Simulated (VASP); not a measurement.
Input of a VASP 6.6.1 run:

File INCAR:

```
PREC = Accurate
ENCUT = 520
EDIFF = 1E-7
ISMEAR = 0
SIGMA = 0.01
LREAL = F
LASPH = T
NELM = 100
ALGO = Normal
ISIF = 2
LWAVE = F
LCHARG = F
GGA = PE
NBANDS = 24
```

File KPOINTS:

```
regular mesh
0
Gamma
  6 6 4
```

The input POSCAR:

```
Ca2SeO
1.0
    3.8828618421      0.0000000000      0.0000000000
    0.0000000000      3.8828618421      0.0000000000
    0.0000000000      0.0000000000      5.4944501835
O Ca Se
1 2 1
Direct
    0.0000000000      0.0000000000      0.0000000000
    0.0000000000      0.0000000000      0.5000000000
    0.5000000000      0.5000000000      0.0000000000
    0.5000000000      0.5000000000      0.5000000000
```

Potentials or basis: VASP PAW PBE potentials, release 64 (O, Ca_sv, Se).

Command:

```console
$ cat potpaw_PBE.64/O/POTCAR potpaw_PBE.64/Ca_sv/POTCAR potpaw_PBE.64/Se/POTCAR > POTCAR
$ mpirun -np 1 vasp_std > vasp.out
```

What does it give for the pressure?

1.3 GPa.

Estimate the band gap on the k mesh.

2.05 eV.

A k mesh can miss the band edges.
